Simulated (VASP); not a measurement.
CuSb3: relaxation of cell and atoms with PBE

The system is CuSb3.

```
Cu Sb
1.0
     4.54996    0.00000    0.00000
     0.00000    4.54996    0.00000
     0.00000    0.00000    4.54996
Cu Sb
1 3
Direct
  0.00000 0.00000 0.00000
  0.00000 0.50000 0.50000
  0.50000 0.00000 0.50000
  0.50000 0.50000 0.00000
```

```
Program                : VASP 6.6.1
Task                   : relaxation of cell and atoms
Functional             : PBE
Potentials or basis    : VASP PAW PBE potentials, release 64 (Cu, Sb)
Cutoff                 : 600 eV
k mesh                 : 10 × 10 × 10
Occupations            : gaussian, width 0.1 eV
Spin                   : no spin polarisation
Dipole correction      : no
Further INCAR settings : ALGO = Normal; EDIFF = 1e-07; IBRION = 2; EDIFFG = -0.01; NSW = 100; ISIF = 3
```

- Relaxed volume: 24.18 Å³/atom
- Relaxed cell: a = 4.590 Å, b = 4.590 Å, c = 4.590 Å, α = 90.00°, β = 90.00°, γ = 90.00°
- Space group after relaxing (to 0.1 Å): Pm-3m (No. 221)
- Energy gained by relaxing: 3.3 meV/atom
- Ionic steps: 3
- Pressure after relaxing: 0.0 GPa
- Band gap on the k mesh: zero (bands 13 and 14 overlap by 1.63 eV)

The path:
```csv
step,energy change (eV),largest force (eV/Å),pressure (GPa),volume (Å³)
1,0.0000,0.0000,1.69,94.19
2,-0.0115,0.0000,-0.58,97.63
3,-0.0131,0.0000,0.01,96.72
```

Final structure:
```cif
data_structure
_symmetry_space_group_name_H-M 'P 1'
_symmetry_Int_Tables_number 1
_cell_length_a 4.5902
_cell_length_b 4.5902
_cell_length_c 4.5902
_cell_angle_alpha 90.000
_cell_angle_beta 90.000
_cell_angle_gamma 90.000
_cell_volume 96.72
loop_
_atom_site_label
_atom_site_type_symbol
_atom_site_fract_x
_atom_site_fract_y
_atom_site_fract_z
_atom_site_occupancy
Cu1 Cu 0.00000 0.00000 0.00000 1
Sb1 Sb 0.00000 0.50000 0.50000 1
Sb2 Sb 0.50000 0.00000 0.50000 1
Sb3 Sb 0.50000 0.50000 0.00000 1
```

Levels at points of the mesh, in eV from the Fermi level:
```csv
k point,band 10,band 11,band 12,band 13,band 14,band 15,band 16,band 17
"(0.00, 0.00, 0.00)",-2.31,-2.31,-1.11,0.89,0.89,0.89,2.73,2.73
"(0.50, 0.00, 0.00)",-1.83,-1.83,-1.70,-1.70,-0.73,-0.21,2.86,2.86
"(0.50, 0.50, 0.00)",-2.15,-1.49,-0.92,-0.92,-0.34,-0.34,1.95,2.73
"(0.50, 0.50, 0.50)",-2.25,-2.25,-2.25,-2.09,4.26,4.26,4.68,4.68
```

It took 100 s on 1 thread of AMD EPYC 9R45 96-Core Processor (Zen 5), on a shared host, peak memory 0.26 GiB.

Caveat: spin-orbit coupling is left out, which moves the levels of the heavy elements.
